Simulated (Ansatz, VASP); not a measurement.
# Si16B: VASP beside Ansatz

```
Si B
1.0
     0.00000    5.43000    5.43000
     5.43000    0.00000    5.43000
     5.43000    5.43000    0.00000
Si B
16 1
Direct
  0.99954 0.00104 0.99968
  0.12256 0.12745 0.12247
  0.00937 0.99687 0.49688
  0.12259 0.12753 0.62743
  0.99952 0.49968 0.99965
  0.12450 0.62518 0.12503
  0.99957 0.49976 0.50087
  0.12258 0.62246 0.62740
  0.49718 0.99720 0.00841
  0.62725 0.12765 0.12257
  0.49734 0.99740 0.49738
  0.62612 0.12460 0.62496
  0.50032 0.49990 0.99984
  0.62723 0.62252 0.12255
  0.49727 0.50810 0.49729
  0.62728 0.62258 0.62758
  0.37869 0.87366 0.37479
```

Alike in both runs: functional PBE; dispersion D3(BJ); k mesh 2 × 2 × 2; occupations gaussian, width 0.02 eV; collinear spin.

Ansatz relaxed the structure, and its values are those at the end. VASP's run is a single point on that final structure, the one shown.

```csv
,VASP,Ansatz
version,VASP 6.6.1,Ansatz 0.2.0
potentials or method,"VASP PAW PBE potentials, release 64 (Si, B), cutoff 520 eV","scalar-relativistic, plane waves, PAW"
valence electrons in the cell,67,67
```

|  | VASP | Ansatz | Ansatz less VASP |
| --- | --- | --- | --- |
| rms of the force components (eV/Å) | 0.011 | 0.011 | -0.0001 |
| net moment per atom (μB) | 0.00 | 0.00 | 0.000 |

Ansatz's warnings: filled band counts differ across k points, seeded moment not kept.

The k mesh is coarse, so the values compare programs but aren't converged.
